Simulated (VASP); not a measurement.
Wanted: the native input for a VASP 6.6.1 run.

```yaml
Task: single point
Functional: LDA
Potentials_or_basis: VASP PAW LDA potentials, release 64 (Ti_sv, C)
Cutoff: 600 eV
k_mesh: 8 × 8 × 8
Occupations: gaussian, width 0.1 eV
Spin: no spin polarisation
Dipole_correction: no
Further_INCAR_settings: ALGO = Normal; EDIFF = 1e-06; NBANDS = 15
```

The structure of TiC (lda) lies in POSCAR:

```
TiC
1.0
    0.0000000000      2.1305402887      2.1305402887
    2.1305402887      0.0000000000      2.1305402887
    2.1305402887      2.1305402887      0.0000000000
Ti C
1 1
Direct
    0.0000000000      0.0000000000      0.0000000000
    0.5000000000      0.5000000000      0.5000000000
```

The input as run:

INCAR

```
ALGO = Normal ; EDIFF = 1E-6
ENCUT = 600 ; GGA = CA
GGA_COMPAT = F ; ISIF = 2
ISMEAR = 0 ; LASPH = T
LCHARG = F ; LREAL = F
LWAVE = F ; NBANDS = 15
NELM = 120 ; PREC = Accurate
SIGMA = 0.1
```

KPOINTS

```
k-points
0
Gamma
  8 8 8
```

Potentials or basis: VASP PAW LDA potentials, release 64 (Ti_sv, C).

Run with:

```bash
$ cat potpaw_LDA.64/Ti_sv/POTCAR potpaw_LDA.64/C/POTCAR > POTCAR
$ mpirun -np 1 vasp_std > vasp.out
```

It gave:

```yaml
Pressure: 0.6 GPa
Band_gap_on_the_k_mesh: zero (band 8 reaches 10.47 eV, above the bottom of band 9 at 9.41 eV)
```

Run time: 7.8 s on 1 thread of Intel Xeon 8259CL, on a shared host, peak memory 0.13 GiB.
